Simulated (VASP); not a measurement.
Input of a VASP 6.6.1 run:

File INCAR:

```
SYSTEM = CdSe
  PREC = Accurate
  ENCUT = 600
  EDIFF = 1E-6
  ISMEAR = 0
  SIGMA = 0.02
  LREAL = .FALSE.
  LASPH = .TRUE.
  NELM = 100
  ALGO = Normal
  ISIF = 3
  LWAVE = .FALSE.
  LCHARG = .FALSE.
  GGA = RP
  IBRION = 2
  NSW = 100
  EDIFFG = -0.002
```

Contents of KPOINTS:

```
Automatic mesh
0
G
  10 10 10
  0 0 0
```

POSCAR

```
CdSe
1.0
    0.0000000000      3.1422782681      3.1422782681
    3.1422782681      0.0000000000      3.1422782681
    3.1422782681      3.1422782681      0.0000000000
Cd Se
1 1
Direct
    0.0000000000      0.0000000000      0.0000000000
    0.2500000000      0.2500000000      0.2500000000
```

Potentials or basis: VASP PAW PBE potentials, release 64 (Cd, Se).

Launch:

```sh
$ cat potpaw_PBE.64/Cd/POTCAR potpaw_PBE.64/Se/POTCAR > POTCAR
$ mpirun -np 1 vasp_std > vasp.out
```

Problem. What does it give for the band gap on the k mesh?

Solution. 0.57 eV, direct.

Problem. Estimate the space group after relaxing (to 0.05 Å).

Solution. F-43m (No. 216).

Problem. Estimate the relaxed cell.

Solution. a = 4.450 Å, b = 4.450 Å, c = 4.450 Å, α = 60.00°, β = 60.00°, γ = 60.00°.

Problem. What does it give for the relaxed volume?

Solution. 31.16 Å³/atom.

Final structure:
```
Cd Se
1.0
     0.00000    3.14683    3.14683
     3.14683    0.00000    3.14683
     3.14683    3.14683    0.00000
Cd Se
1 1
Direct
  0.00000 0.00000 0.00000
  0.25000 0.25000 0.25000
```

Caveat: the PAW data sets were made with another functional, which shifts forces and pressure a little. As with any semilocal functional, this RPBE gap is likely too small.
